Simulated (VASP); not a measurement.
# TaF3 (Pm-3m) in VASP: a series of runs

TaF3 is run at these levels: PBE; tasks: single point, relaxation of cell and atoms.

All numbers are computed with VASP 6.6.1; they aren't measurements. Logs are shortened: lines on timing, memory, paths and dates and some standing lists are left out, and cuts for length are marked.

### Step 1. The cell of the first run

It takes space group Pm-3m (No. 221, cubic). Conventional cell: a = 4.124 Å, b = 4.124 Å, c = 4.124 Å, α = 90.00°, β = 90.00°, γ = 90.00°. Ta (site symmetry m-3m) has 6 F at 2.06 Å within 2.7 Å. F (site symmetry 4/mmm) has 2 Ta at 2.06 Å within 2.7 Å.

### Step 2. Single point, PBE

INCAR reads:

```
ALGO     = Normal         # electronic algorithm
EDIFF    = 1E-6           # SCF threshold, eV
ENCUT    = 520            # plane-wave cutoff, eV
GGA      = PE             # functional
ISIF     = 2              # what is computed and relaxed
ISMEAR   = 0              # smearing method
LASPH    = T              # aspherical terms in the spheres
LCHARG   = F              # write CHGCAR
LREAL    = F              # projectors in reciprocal space
LWAVE    = F              # write WAVECAR
NBANDS   = 24             # bands
NELM     = 100            # most SCF steps
PREC     = Accurate       # precision mode
SIGMA    = 0.1            # smearing width, eV
```

KPOINTS reads:

```
k-points
0
Gamma
  12 12 12
```

POSCAR reads:

```
TaF3
1.0
    4.1239226105      0.0000000000      0.0000000000
    0.0000000000      4.1239226105      0.0000000000
    0.0000000000      0.0000000000      4.1239226105
Ta F
1 3
Direct
    0.0000000000      0.0000000000      0.0000000000
    0.5000000000      0.0000000000      0.0000000000
    0.0000000000      0.5000000000      0.0000000000
    0.0000000000      0.0000000000      0.5000000000
```

Potentials or basis: VASP PAW PBE potentials, release 64 (Ta_pv, F).

Command:

```console
> cat potpaw_PBE.64/Ta_pv/POTCAR potpaw_PBE.64/F/POTCAR > POTCAR
> mpirun -np 1 vasp_std > vasp.out
```

OUTCAR:

```text
EDIFF = 1E-6
   ENCUT = 520
   GGA = PE
   ISIF = 2
   ISMEAR = 0
   LASPH = T
   LREAL = F
   NELM = 100
   PREC = Accurate

 ion  position               nearest neighbor table
   1  0.000  0.000  0.000-   2 2.06   3 2.06   4 2.06   4 2.06   3 2.06   2 2.06
   2  0.500  0.000  0.000-   1 2.06   1 2.06
   3  0.000  0.500  0.000-   1 2.06   1 2.06
   4  0.000  0.000  0.500-   1 2.06   1 2.06

  LATTYP: Found a simple cubic cell.
 ALAT       =     4.1239226105

  Lattice vectors:

 A1 = (   4.1239226105,   0.0000000000,   0.0000000000)
 A2 = (   0.0000000000,   4.1239226105,   0.0000000000)
 A3 = (   0.0000000000,   0.0000000000,   4.1239226105)

Analysis of symmetry for initial positions (statically):
=====================================================================
 Subroutine PRICEL returns:
 Original cell was already a primitive cell.

 Routine SETGRP: Setting up the symmetry group for a
 simple cubic supercell.

 Subroutine GETGRP returns: Found 48 space group operations
 (whereof 48 operations were pure point group operations)
 out of a pool of 48 trial point group operations.

The static configuration has the point symmetry O_h .

Analysis of symmetry for dynamics (positions and initial velocities):
=====================================================================
 Subroutine PRICEL returns:
 Original cell was already a primitive cell.

 Routine SETGRP: Setting up the symmetry group for a
 simple cubic supercell.

 Subroutine GETGRP returns: Found 48 space group operations
 (whereof 48 operations were pure point group operations)
 out of a pool of 48 trial point group operations.

The dynamic configuration has the point symmetry O_h .

 Subroutine INISYM returns: Found 48 space group operations
 (whereof 48 operations are pure point group operations),
 and found     1 'primitive' translations

----------------------------------------------------------------------------------------

                                     Primitive cell

  volume of cell :      70.1345

  direct lattice vectors                    reciprocal lattice vectors
     4.123922611  0.000000000  0.000000000     0.242487577  0.000000000  0.000000000
     0.000000000  4.123922611  0.000000000     0.000000000  0.242487577  0.000000000
     0.000000000  0.000000000  4.123922611     0.000000000  0.000000000  0.242487577

  length of vectors
     4.123922611  4.123922611  4.123922611     0.242487577  0.242487577  0.242487577

  position of ions in fractional coordinates (direct lattice)
     0.000000000  0.000000000  0.000000000
     0.500000000  0.000000000  0.000000000
     0.000000000  0.500000000  0.000000000
     0.000000000  0.000000000  0.500000000

  ion indices of the primitive-cell ions
   primitive index   ion index
                 1           1
                 2           2
                 3           3
                 4           4

----------------------------------------------------------------------------------------

 KPOINTS: k-points

Automatic generation of k-mesh.
 Grid dimensions read from file:
 generate k-points for:   12   12   12

 Generating k-lattice:

  Cartesian coordinates                     Fractional coordinates (reciprocal lattice)
     0.020207298  0.000000000  0.000000000     0.083333333  0.000000000  0.000000000
     0.000000000  0.020207298  0.000000000     0.000000000  0.083333333  0.000000000
     0.000000000  0.000000000  0.020207298     0.000000000  0.000000000  0.083333333

  Length of vectors
     0.020207298  0.020207298  0.020207298

  Shift w.r.t. Gamma in fractional coordinates (k-lattice)
     0.000000000  0.000000000  0.000000000

 Subroutine IBZKPT returns following result:
 ===========================================

 Found     84 irreducible k-points:

 Following reciprocal coordinates:
            Coordinates               Weight
  0.000000  0.000000  0.000000      1.000000
  0.083333  0.000000  0.000000      6.000000
  0.166667  0.000000  0.000000      6.000000
  0.250000  0.000000  0.000000      6.000000
  0.333333  0.000000  0.000000      6.000000
  0.416667  0.000000  0.000000      6.000000
[... 16 lines left out ...]
  0.333333  0.333333  0.000000     12.000000
  0.416667  0.333333  0.000000     24.000000
 [... further k-points ...]
   k-points           NKPTS =     84   k-points in BZ     NKDIM =     84   number of bands    NBANDS=     24
   number of dos      NEDOS =    301   number of ions     NIONS =      4
   total plane-waves  NPLWV =  32768
   dimension x,y,z NGX =    32 NGY =   32 NGZ =   32
   dimension x,y,z NGXF=    64 NGYF=   64 NGZF=   64
   ions per type =               1   3
   NGX,Y,Z   is equivalent  to a cutoff of  12.90, 12.90, 12.90 a.u.
   NGXF,Y,Z  is equivalent  to a cutoff of  25.80, 25.80, 25.80 a.u.
 SYSTEM =  unknown system
   PREC   = accura    normal or accurate (medium, high low for compatibility)
   ISTART =      0    job   : 0-new  1-cont  2-samecut
   ICHARG =      2    charge: 1-file 2-atom 10-const
   ISPIN  =      1    spin polarized calculation?
   LNONCOLLINEAR =      F non collinear calculations
   LSORBIT =      F    spin-orbit coupling
   LASPH  =      T    aspherical Exc in radial PAW
   ENCUT  =  520.0 eV  38.22 Ry    6.18 a.u.   7.67  7.67  7.67*2*pi/ulx,y,z
   NELM   =    100;   NELMIN=  2; NELMDL= -5     # of ELM steps
   EDIFF  = 0.1E-05   stopping-criterion for ELM
   LREAL  =      F    real-space projection
   EDIFFG = 0.1E-04   stopping-criterion for IOM
   NSW    =      0    number of steps for IOM
   IBRION =     -1    ionic relax: 0-MD 1-quasi-New 2-CG
   NFREE  =      0    steps in history (QN), initial steepest desc. (CG)
   ISIF   =      2    stress and relaxation
   ISYM   =      2    0-nonsym 1-usesym 2-fastsym
   POTIM  = 0.5000    time-step for ionic-motion
   TEBEG  =    0.0;   TEEND  =   0.0 temperature during run
   PSTRESS=    0.0 pullay stress
   NELECT =      32.0000    total number of electrons
   NUPDOWN=      -1.0000    fix difference up-down
   EMIN   =  10.00;   EMAX   =-10.00  energy-range for DOS
   EFERMI =   0.00;   METHOD = LEGACY
   ISMEAR =     0;   SIGMA  =   0.10  broadening in eV -4-tet -1-fermi 0-gaus
   EFERMI_NEDOS =   21; number of points for ismear=-14 and -15
   IALGO  =     38    algorithm
   IMIX   =      4    mixing-type and parameters
     AMIX     =   0.40;   BMIX     =  1.00
     AMIX_MAG =   1.60;   BMIX_MAG =  1.00
  volume/ion in A,a.u.               =      17.53       118.32
  Fermi-wavevector in a.u.,A,eV,Ry     =   1.260320  2.381660 21.611598  1.588408
  Thomas-Fermi vector in A             =   2.393836
   LORBIT       =      0    0 simple, 1 ext, 2 COOP (PROOUT), +10 PAW based schemes
   GGA     = PE    functional components
   LHFCALC =     F    Hartree Fock is set to
   AEXX    =    0.0000 exact exchange contribution
   IVDW    =     0    specifies the selected vdW correction
   LEPSILON=     F    determine dielectric tensor
   LRPA    =     F    only Hartree local field effects (RPA)
 non-spin polarized calculation
 Gauss-broadening in eV      SIGMA  =   0.10
  energy-cutoff  :      520.00
  volume of cell :       70.13
 maximum number of plane-waves:      1924
 NGX is ok and might be reduce to    32
   NGX = 15   NGY = 15   NGZ = 15

 number of electron      32.0000026 magnetization

 Free energy of the ion-electron system (eV)
  ---------------------------------------------------
  ext. energy  EPLUGINS =         0.00000000
  ---------------------------------------------------
  free energy    TOTEN  =       -26.79549657 eV

  energy without entropy =      -26.77647598  energy(sigma->0) =      -26.78598628

 E-fermi :   3.2777     XC(G=0):  -8.2916

 val. band max:        3.2656180840   @ k =   0.3333   0.3333   0.0000
 cond. band min:       3.2893436870   @ k =   0.4167   0.3333   0.0000
 fundamental gap:      0.0237256030
 Fermi energy:         3.2776551892

 k-point     1 :       0.0000    0.0000    0.0000
  band No.  band energies     occupation
      1     -33.6659      2.00000
      2     -33.6659      2.00000
      3     -33.6659      2.00000
      4     -24.3785      2.00000
      5     -24.0975      2.00000
      6     -24.0975      2.00000
[... 16 lines left out ...]
     23      12.0774      0.00000
     24      12.0774      0.00000

 k-point     2 :       0.0833    0.0000    0.0000
  band No.  band energies     occupation
      1     -33.6769      2.00000
      2     -33.6658      2.00000
      3     -33.6658      2.00000
      4     -24.3629      2.00000
      5     -24.0971      2.00000
      6     -24.0719      2.00000
[... 16 lines left out ...]
     23      11.5526      0.00000
     24      12.1277      0.00000

 k-point     3 :       0.1667    0.0000    0.0000
  band No.  band energies     occupation
      1     -33.7067      2.00000
      2     -33.6653      2.00000
      3     -33.6653      2.00000
      4     -24.3304      2.00000
      5     -24.0963      2.00000
      6     -23.9888      2.00000
[... 16 lines left out ...]
     23      11.5179      0.00000
     24      12.2693      0.00000

 k-point     4 :       0.2500    0.0000    0.0000
  band No.  band energies     occupation
      1     -33.7468      2.00000
      2     -33.6647      2.00000
      3     -33.6647      2.00000
      4     -24.3049      2.00000
      5     -24.0956      2.00000
      6     -23.8537      2.00000
[... 16 lines left out ...]
     23      11.7448      0.00000
     24      12.4748      0.00000

 k-point     5 :       0.3333    0.0000    0.0000
  band No.  band energies     occupation
      1     -33.7861      2.00000
      2     -33.6641      2.00000
      3     -33.6641      2.00000
      4     -24.2908      2.00000
      5     -24.0949      2.00000
      6     -23.7045      2.00000
[... 451 lines left out ...]
 k-point    22 :       0.5000    0.2500    0.0000
  band No.  band energies     occupation
      1     -33.8234      2.00000
      2     -33.7442      2.00000
      3     -33.6623      2.00000
      4     -24.1994      2.00000
      5     -23.8571      2.00000
      6     -23.5438      2.00000
[... 16 lines left out ...]
     23      11.0491      0.00000
     24      11.1369      0.00000

 k-point    23 :       0.3333    0.3333    0.0000
  band No.  band energies     occupation
      1     -33.7843      2.00000
      2     -33.7840      2.00000
      3     -33.6623      2.00000
      4     -24.1957      2.00000
      5     -23.7242      2.00000
      6     -23.6841      2.00000
[... 16 lines left out ...]
     23       9.2366      0.00000
     24      11.7169      0.00000

 k-point    24 :       0.4167    0.3333    0.0000
  band No.  band energies     occupation
      1     -33.8125      2.00000
      2     -33.7837      2.00000
      3     -33.6619      2.00000
      4     -24.1911      2.00000
      5     -23.7048      2.00000
      6     -23.5859      2.00000
[... 16 lines left out ...]
     23       9.6734      0.00000
     24      11.0576      0.00000

 [... further k-points ...]

------------------------ aborting loop because EDIFF is reached ----------------------------------------

  FORCE on cell =-STRESS in cart. coord.  units (eV):
  Direction    XX          YY          ZZ          XY          YZ          ZX
  --------------------------------------------------------------------------------------
  -------------------------------------------------------------------------------------
  Total        0.0207620      0.0207620      0.0207620      0.0000000     -0.0000000      0.0000000
  in kB        0.4742939      0.4742939      0.4742939      0.0000000     -0.0000000      0.0000000
  external PRESSURE =       0.4742939 kB  Pullay stress =       0.0000000 kB

 VOLUME and BASIS-vectors are now :
 -----------------------------------------------------------------------------
  energy-cutoff  :      520.00
  volume of cell :       70.13
      direct lattice vectors                 reciprocal lattice vectors
     4.123922611  0.000000000  0.000000000     0.242487577  0.000000000  0.000000000
     0.000000000  4.123922611  0.000000000     0.000000000  0.242487577  0.000000000
     0.000000000  0.000000000  4.123922611     0.000000000  0.000000000  0.242487577

 POSITION                                       TOTAL-FORCE (eV/Angst)
 -----------------------------------------------------------------------------------
      0.00000      0.00000      0.00000         0.000000      0.000000      0.000000
      2.06196      0.00000      0.00000         0.000000      0.000000      0.000000
      0.00000      2.06196      0.00000         0.000000      0.000000      0.000000
      0.00000      0.00000      2.06196         0.000000      0.000000      0.000000
 -----------------------------------------------------------------------------------
    total drift:                                0.000000      0.000000     -0.000000

  FREE ENERGIE OF THE ION-ELECTRON SYSTEM (eV)
  ---------------------------------------------------
  free  energy   TOTEN  =       -26.7954965746 eV

  energy  without entropy=      -26.7764759799  energy(sigma->0) =      -26.78598628
```

Wall time 60 s (1 thread of AMD EPYC 9R45 (Zen 5), shared host); peak memory 0.23 GiB.

What came out:

```yaml
Free_energy: -26.7955 eV
Pressure: 0.0 GPa
Band_gap_on_the_k_mesh: zero (bands 16 and 17 overlap by 2.20 eV)
```

Levels at points of the mesh, in eV from the Fermi level:
```tsv
k point	band 12	band 13	band 14	band 15	band 16	band 17	band 18	band 19	band 20	band 21
(0.00, 0.00, 0.00)	-8.13	-8.06	-8.06	-8.06	-0.92	-0.92	-0.92	-0.13	1.79	1.79
(0.50, 0.00, 0.00)	-8.61	-8.16	-8.09	-8.09	-0.86	0.25	0.25	1.73	1.86	2.84
(0.50, 0.50, 0.00)	-8.65	-8.36	-8.36	-7.55	0.32	0.32	1.13	2.23	5.09	5.09
(0.50, 0.50, 0.50)	-9.69	-7.55	-7.55	-7.55	1.28	1.28	1.28	4.50	5.76	5.76
```

Caveat: spin-orbit coupling is left out, which moves the levels of the heavy elements.

### Step 3. Relaxation of cell and atoms, PBE

INCAR reads:

```
SYSTEM = TaF3
PREC = Accurate ; ENCUT = 600
EDIFF = 1E-7 ; ISMEAR = 0
SIGMA = 0.1 ; LREAL = .False.
LASPH = .True. ; NELM = 100
ALGO = Normal ; ISIF = 3
LWAVE = .False. ; LCHARG = .False.
GGA = PE ; IBRION = 2
NSW = 70 ; EDIFFG = -0.02
```

KPOINTS reads:

```
regular mesh
0
Gamma
  12 12 12
  0 0 0
```

POSCAR reads:

```
TaF3
1.0
    4.1220596261      0.0000000000      0.0000000000
    0.0000000000      4.1220596261      0.0000000000
    0.0000000000      0.0000000000      4.1220596261
Ta F
1 3
Direct
    0.0000000000      0.0000000000      0.0000000000
    0.5000000000      0.0000000000      0.0000000000
    0.0000000000      0.5000000000      0.0000000000
    0.0000000000      0.0000000000      0.5000000000
```

Potentials or basis: VASP PAW PBE potentials, release 64 (Ta_pv, F).

Command:

```console
> cat potpaw_PBE.64/Ta_pv/POTCAR potpaw_PBE.64/F/POTCAR > POTCAR
> mpirun -np 1 vasp_std > vasp.out
```

OUTCAR:

```text
SYSTEM = TaF3
   PREC = Accurate
   ENCUT = 600
   EDIFF = 1E-7
   ISMEAR = 0
   LREAL = .False.
   LASPH = .True.
   NELM = 100
   ISIF = 3
   GGA = PE
   IBRION = 2
   NSW = 70
   EDIFFG = -0.02

 ion  position               nearest neighbor table
   1  0.000  0.000  0.000-   2 2.06   3 2.06   4 2.06   4 2.06   3 2.06   2 2.06
   2  0.500  0.000  0.000-   1 2.06   1 2.06
   3  0.000  0.500  0.000-   1 2.06   1 2.06
[... 755 lines left out ...]
  Direction    XX          YY          ZZ          XY          YZ          ZX
  --------------------------------------------------------------------------------------
  -------------------------------------------------------------------------------------
  Total        0.0478945      0.0478945      0.0478945      0.0000000      0.0000000      0.0000000
  in kB        1.0956036      1.0956036      1.0956036      0.0000000      0.0000000      0.0000000
  external PRESSURE =       1.0956036 kB  Pullay stress =       0.0000000 kB

 VOLUME and BASIS-vectors are now :
 -----------------------------------------------------------------------------
  energy-cutoff  :      600.00
  volume of cell :       70.04
      direct lattice vectors                 reciprocal lattice vectors
     4.122059626  0.000000000  0.000000000     0.242597170  0.000000000  0.000000000
     0.000000000  4.122059626  0.000000000     0.000000000  0.242597170  0.000000000
     0.000000000  0.000000000  4.122059626     0.000000000  0.000000000  0.242597170

 POSITION                                       TOTAL-FORCE (eV/Angst)
 -----------------------------------------------------------------------------------
      0.00000      0.00000      0.00000         0.000000      0.000000      0.000000
      2.06103      0.00000      0.00000         0.000000      0.000000      0.000000
      0.00000      2.06103      0.00000         0.000000      0.000000      0.000000
      0.00000      0.00000      2.06103         0.000000      0.000000      0.000000
 -----------------------------------------------------------------------------------
    total drift:                                0.000000      0.000000     -0.000000

  FREE ENERGIE OF THE ION-ELECTRON SYSTEM (eV)
  ---------------------------------------------------
  free  energy   TOTEN  =       -26.8013564242 eV

  energy  without entropy=      -26.7823549362  energy(sigma->0) =      -26.79185568

 reached required accuracy - stopping structural energy minimisation
```

CONTCAR:

```text
TaF3
   1.00000000000000
     4.1220596261000004    0.0000000000000000    0.0000000000000000
     0.0000000000000000    4.1220596261000004    0.0000000000000000
     0.0000000000000000    0.0000000000000000    4.1220596261000004
  Ta              F
     1     3
Direct
     0.0000000000000000    0.0000000000000000    0.0000000000000000
     0.5000000000000000    0.0000000000000000    0.0000000000000000
     0.0000000000000000    0.5000000000000000    0.0000000000000000
     0.0000000000000000    0.0000000000000000    0.5000000000000000

  0.00000000E+00  0.00000000E+00  0.00000000E+00
  0.00000000E+00  0.00000000E+00  0.00000000E+00
  0.00000000E+00  0.00000000E+00  0.00000000E+00
  0.00000000E+00  0.00000000E+00  0.00000000E+00
```

Run time: 87 s. Hardware: 1 thread of AMD EPYC 9R45 (Zen 5), shared host; peak memory 0.26 GiB.

Results:

```yaml
Free_energy: -26.8014 eV
Pressure_after_relaxing: 0.1 GPa
Band_gap_on_the_k_mesh: zero (bands 16 and 17 overlap by 2.20 eV)
```

Final structure:
```yaml
crystal:
  lattice:
    - [4.12206, 0.00000, 0.00000]
    - [0.00000, 4.12206, 0.00000]
    - [0.00000, 0.00000, 4.12206]
  atoms:
    - { symbol: Ta, position: [0.00000, 0.00000, 0.00000] }
    - { symbol: F, position: [0.50000, 0.00000, 0.00000] }
    - { symbol: F, position: [0.00000, 0.50000, 0.00000] }
    - { symbol: F, position: [0.00000, 0.00000, 0.50000] }
```

Caveat: the relaxation stopped at its first step, so nothing moved; spin-orbit coupling is left out, which moves the levels of the heavy elements.

(Continued in part 2 of 2.)
